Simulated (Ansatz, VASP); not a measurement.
BaTa2 in VASP and in Ansatz

```
Ba Ta
1.0
     0.00000    3.26357    3.26357
     3.26357    0.00000    3.26357
     3.26357    3.26357    0.00000
Ba Ta
1 2
Direct
  0.00000 0.00000 0.00000
  0.25000 0.25000 0.25000
  0.75000 0.75000 0.75000
```

Alike in both runs: task single point; functional PBE; k mesh 6 × 6 × 6; occupations gaussian, width 0.1 eV; no spin polarisation.

|  | VASP | Ansatz |
| --- | --- | --- |
| version | VASP 6.6.1 | Ansatz 0.2.0 |
| potentials or method | VASP PAW PBE potentials, release 64 (Ba_sv, Ta_sv_GW), cutoff 500 eV | scalar-relativistic, plane waves, PAW |
| valence electrons in the cell | 36 | 36 |

VASP gave:

| Property | Result |
| --- | --- |
| gap on the k mesh at the Fermi level (eV) | none |
| pressure (GPa) | 8.8 |

Which values does Ansatz return?

gap on the k mesh at the Fermi level (eV): none; pressure (GPa): 5.6.

A gap of «none» marks a metal or a gap that the smearing closes. The functional is the same, so the differences come from potentials, cutoffs and numerics.

Spin-orbit coupling is off throughout.
